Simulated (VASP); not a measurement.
The system is SiW2.

```
CELL_PARAMETERS angstrom
3.43724 0.00000 0.00000
0.00000 3.43724 0.00000
0.00000 0.00000 7.05423
ATOMIC_POSITIONS crystal
Si 0.00000 0.50000 0.72605
Si 0.50000 0.00000 0.27395
W 0.00000 0.00000 0.00000
W 0.50000 0.50000 0.00000
W 0.00000 0.50000 0.36863
W 0.50000 0.00000 0.63137
```

| Item | Value |
| --- | --- |
| Program | VASP 6.6.1 |
| Task | relaxation of cell and atoms |
| Functional | PBE |
| Potentials or basis | VASP PAW PBE potentials, release 64 (Si, W_sv) |
| Cutoff | 600 eV |
| k mesh | 6 × 6 × 4 |
| Occupations | gaussian, width 0.1 eV |
| Spin | no spin polarisation |

At the start: pressure 32.8 GPa; volume 13.89 Å³/atom.

Question: Where does the relaxation end?

Answer: Over 14 steps the energy falls by 348.7 meV/atom and the volume is 15.41 Å³/atom (+10.9 %); space group P4/nmm (No. 129, to 0.05 Å).

Step by step:
| step | energy change (eV) | largest force (eV/Å) | pressure (GPa) | volume (Å³) |
| --- | --- | --- | --- | --- |
| 1 | 0.0000 | 1.3461 | 32.80 | 83.34 |
| 2 | 2.6076 | 1.3174 | -37.12 | 121.46 |
| 3 | -1.4429 | 1.4990 | -9.20 | 95.83 |
| 4 | -1.4564 | 1.4951 | -6.82 | 94.80 |
| 5 | -1.8259 | 1.6502 | 3.54 | 91.18 |
| 6 | -1.8770 | 1.6114 | 0.27 | 92.08 |
| 7 | -2.0526 | 0.4407 | 1.99 | 91.56 |
| 8 | -2.0688 | 0.3985 | 3.12 | 91.34 |
| 9 | -2.0451 | 0.0684 | -5.89 | 94.77 |
| 10 | -2.0861 | 0.2596 | -0.60 | 92.67 |
| 11 | -2.0915 | 0.0787 | -0.06 | 92.42 |
| 12 | -2.0918 | 0.0471 | 0.09 | 92.35 |
| 13 | -2.0918 | 0.0461 | 0.12 | 92.34 |
| 14 | -2.0920 | 0.0175 | -0.20 | 92.45 |

Final structure:
```
Si W
1.0
     3.70145    0.00000    0.00000
     0.00000    3.70145    0.00000
     0.00000    0.00000    6.74751
Si W
2 4
Direct
  0.00000 0.50000 0.71410
  0.50000 0.00000 0.28590
  0.00000 0.00000 0.00000
  0.50000 0.50000 0.00000
  0.00000 0.50000 0.34041
  0.50000 0.00000 0.65959
```
